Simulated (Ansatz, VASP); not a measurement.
## Sc5Mo: VASP beside Ansatz

```xyz
6
Lattice="0.0000 3.7298 3.7298 3.7298 0.0000 3.7298 3.7298 3.7298 0.0000" Properties=species:S:1:pos:R:3 pbc="T T T"
Sc    1.8649    1.8649    1.8649
Sc    4.6554    2.8042    2.8042
Sc    4.6554    4.6554    4.6554
Sc    2.8042    2.8042    4.6554
Sc    2.8042    4.6554    2.8042
Mo    0.0000    0.0000    0.0000
```

Change from the starting cell: species swapped into the TmCu5 type (F-43m, No. 216).

Alike in both runs: task relaxation of cell and atoms; functional PBE; k mesh 4 × 4 × 4; occupations gaussian, width 0.1 eV; no spin polarisation.

|  | VASP | Ansatz |
| --- | --- | --- |
| version | VASP 6.6.1 | Ansatz 0.2.0 |
| potentials or method | VASP PAW PBE potentials, release 64 (Sc_sv, Mo_sv), cutoff 600 eV | scalar-relativistic, plane waves, PAW |
| valence electrons in the cell | 69 | 69 |

VASP gave:

```
gap on the k mesh at the Fermi level, each at its own relaxed structure (eV) : none
relaxed volume (Å³/atom)                                                     : 22.46
relaxed cell length with the largest relative difference (Å)                 : 5.755
```

Question: Which values does Ansatz return?

Answer: gap on the k mesh at the Fermi level, each at its own relaxed structure (eV): none; relaxed volume (Å³/atom): 22.30; relaxed cell length with the largest relative difference (Å): 5.741.

A gap of «none» marks a metal or a gap that the smearing closes.

The k mesh is coarse, so the values compare programs but aren't converged. Noted on VASP's run: the volume moved by over 15 % at a fixed basis, so the end points are rough.
